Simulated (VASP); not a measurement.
Write the native input for VASP 6.6.1 that does the following.

- Task: single point
- Functional: PBEsol
- Potentials or basis: VASP PAW PBE potentials, release 64 (Te, Sn_d)
- Cutoff: 520 eV
- k mesh: 7 × 7 × 7
- Occupations: fermi-dirac, width 0.05 eV
- Spin: no spin polarisation
- Dipole correction: no
- Further INCAR settings: ALGO = Normal; EDIFF = 1e-06; NBANDS = 17

The structure of SnTe lies in POSCAR:

```
SnTe
1.0
    0.0000000000      3.5374284581      3.5374284581
    3.5374284581      0.0000000000      3.5374284581
    3.5374284581      3.5374284581      0.0000000000
Te Sn
1 1
Direct
    0.2500000000      0.2500000000      0.2500000000
    0.0000000000      0.0000000000      0.0000000000
```

This cell differs from its parent crystal: volume scaled by 0.94.

One way to write it, as run:

INCAR

```
ALGO = Normal
EDIFF = 1E-6
ENCUT = 520
GGA = PS
ISIF = 2
ISMEAR = -1
LASPH = T
LCHARG = F
LREAL = F
LWAVE = F
NBANDS = 17
NELM = 100
PREC = Accurate
SIGMA = 0.05
```

KPOINTS

```
k-points
0
Gamma
  7 7 7
```

Potentials or basis: VASP PAW PBE potentials, release 64 (Te, Sn_d).

The run is started by

```console
$ cat potpaw_PBE.64/Te/POTCAR potpaw_PBE.64/Sn_d/POTCAR > POTCAR
$ mpirun -np 1 vasp_std > vasp.out
```

It gave:

| Quantity | Value |
| --- | --- |
| Pressure | 0.1 GPa |
| Band gap on the k mesh | 0.13 eV, indirect (least direct gap 0.72 eV) |

Caveat: the PAW data sets were made with another functional, which shifts forces and pressure a little; spin-orbit coupling is left out, which moves the levels of the heavy elements.

Wall time 32 s on 1 thread of Intel(R) Xeon(R) Platinum 8488C (Sapphire Rapids) (shared host), peak memory 0.24 GiB.
